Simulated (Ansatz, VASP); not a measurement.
# Two plane-wave programs on Ru

```xyz
1
Lattice="-1.5746 1.5746 1.5746 1.5746 -1.5746 1.5746 1.5746 1.5746 -1.5746" Properties=species:S:1:pos:R:3 pbc="T T T"
Ru    0.0000    0.0000    0.0000
```

Alike in both runs: task single point; functional r2SCAN; k mesh 16 × 16 × 16; occupations fermi-dirac, width 0.1 eV; no spin polarisation.

|  | VASP | Ansatz |
| --- | --- | --- |
| version | VASP 6.6.1 | Ansatz 0.2.0 |
| potentials or method | VASP PAW PBE potentials, release 64 (Ru_pv), cutoff 520 eV | plane waves (500 eV) with PAW, scalar-relativistic |
| valence electrons in the cell | 14 | 16 |

|  | VASP | Ansatz | Ansatz less VASP |
| --- | --- | --- | --- |
| pressure (GPa) | -25.2 | -25.9 | -0.69 |

VASP's potentials were made for PBE, not for r2SCAN. VASP's potentials hold 14 valence electrons a cell and Ansatz's 16, so a difference there can come from the potentials and not from the codes.
